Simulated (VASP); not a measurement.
Input of a VASP 6.6.1 run:

POSCAR

```
AlRu
1.0
    2.9491427175      0.0000000000      0.0000000000
    0.0000000000      2.9491427175      0.0000000000
    0.0000000000      0.0000000000      2.9491427175
Ru Al
1 1
Direct
    0.0000000000      0.0000000000      0.0000000000
    0.5000000000      0.5000000000      0.5000000000
```

INCAR.step1

```
PREC     = Accurate       # precision mode
ENCUT    = 420            # plane-wave cutoff, eV
EDIFF    = 1E-5           # SCF threshold, eV
ISMEAR   = -1             # smearing method
SIGMA    = 0.1            # smearing width, eV
LREAL    = False          # projectors in reciprocal space
LASPH    = True           # aspherical terms in the spheres
NELM     = 120            # most SCF steps
ALGO     = Normal         # electronic algorithm
ISIF     = 2              # what is computed and relaxed
LWAVE    = True           # write WAVECAR
NBANDS   = 16             # bands
GGA      = PE             # functional
GGA_COMPAT= False
```

The input INCAR.step2:

```
PREC     = Accurate       # precision mode
ENCUT    = 420            # plane-wave cutoff, eV
EDIFF    = 1E-6           # SCF threshold, eV
ISMEAR   = -1             # smearing method
SIGMA    = 0.1            # smearing width, eV
LREAL    = False          # projectors in reciprocal space
LASPH    = True           # aspherical terms in the spheres
NELM     = 120            # most SCF steps
ALGO     = Normal         # electronic algorithm
ISIF     = 2              # what is computed and relaxed
LWAVE    = False          # write WAVECAR
LCHARG   = True           # write CHGCAR
GGA      = PE             # functional
LHFCALC  = True           # exact exchange
HFSCREEN = 0.2079         # screening, 1/A
PRECFOCK = Normal       
LELF     = True           # ELF
LVHAR    = True         
NBANDS   = 16             # bands
ISTART   = 1            
GGA_COMPAT= False
```

The input KPOINTS:

```
regular mesh
0
Gamma
  4 4 4
```

Potentials or basis: VASP PAW PBE potentials, release 64 (Ru_sv, Al).

The run is started by

```console
$ cat potpaw_PBE.64/Ru_sv/POTCAR potpaw_PBE.64/Al/POTCAR > POTCAR
$ cp INCAR.step1 INCAR
$ mpirun -np 1 vasp_std > vasp.out
$ cp INCAR.step2 INCAR
$ mpirun -np 1 vasp_std > vasp.out
```

**Question.** Estimate the band gap on the k mesh.

**Answer.** Zero (an odd number of electrons rules out a gap without spin polarisation).

**Question.** Predict the pressure.

**Answer.** 1.3 GPa.

Caveat: the k points lie up to 0.53 Å⁻¹ apart, too coarse for converged energies and pressures of a metal; the PAW data sets were made with another functional, which shifts forces and pressure a little.
